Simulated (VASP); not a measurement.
A run of VASP 6.6.1 is set up as follows.

Contents of INCAR:

```
PREC     = Accurate       # precision mode
ENCUT    = 520            # plane-wave cutoff, eV
EDIFF    = 1E-6           # SCF threshold, eV
ISMEAR   = -1             # smearing method
SIGMA    = 0.05           # smearing width, eV
LREAL    = Auto         
LASPH    = True           # aspherical terms in the spheres
NELM     = 60             # most SCF steps
ALGO     = Normal         # electronic algorithm
ISIF     = 2              # what is computed and relaxed
LWAVE    = False          # write WAVECAR
LCHARG   = True           # write CHGCAR
GGA      = PE             # functional
LELF     = True           # ELF
LVHAR    = True         
NELECT   = 74.0         
NBANDS   = 52             # bands
```

The input KPOINTS:

```
Automatic mesh
0
Gamma
  2 2 2
```

POSCAR

```
CuSi16
1.0
    0.0000000000      5.4300000000      5.4300000000
    5.4300000000      0.0000000000      5.4300000000
    5.4300000000      5.4300000000      0.0000000000
Si Cu
16 1
Direct
    0.0005484346      0.0003885820      0.0068744015
    0.1127807551      0.1122964088      0.1625879374
   -0.0107098527     -0.0116988029      0.5339846225
    0.1307067219      0.1302089319      0.6190337937
    0.0005763352      0.4921244015      0.0068700737
    0.1327970534      0.6279933702      0.1111819521
    0.0023760589      0.5059548803      0.4856519337
    0.1307583794      0.6199200737      0.6190572744
    0.4925835175      0.0000569982      0.0072938306
    0.6281925414      0.1329070902      0.1112067219
    0.5064151934      0.0022107735      0.4856531308
    0.6209050645      0.1298765193      0.6193415285
    0.5046757827      0.5048671271     -0.0143947514
    0.6282162983      0.6276868324      0.1112081952
    0.5064525783      0.5056980663      0.4856551565
    0.6294764273      0.6291977901      0.6121445672
    0.2368985267      0.2356357274      0.7916178637
```

Potentials or basis: VASP PAW PBE potentials, release 64 (Si, Cu).

Run with:

```sh
$ cat potpaw_PBE.64/Si/POTCAR potpaw_PBE.64/Cu/POTCAR > POTCAR
$ mpirun -np 1 vasp_std > vasp.out
```

(1) Estimate the largest force.

Results:

(1) 0.023 eV/Å.

Caveat: the k points lie up to 0.50 Å⁻¹ apart; the cell carries a net charge on a neutralising background, which shifts energy and pressure.
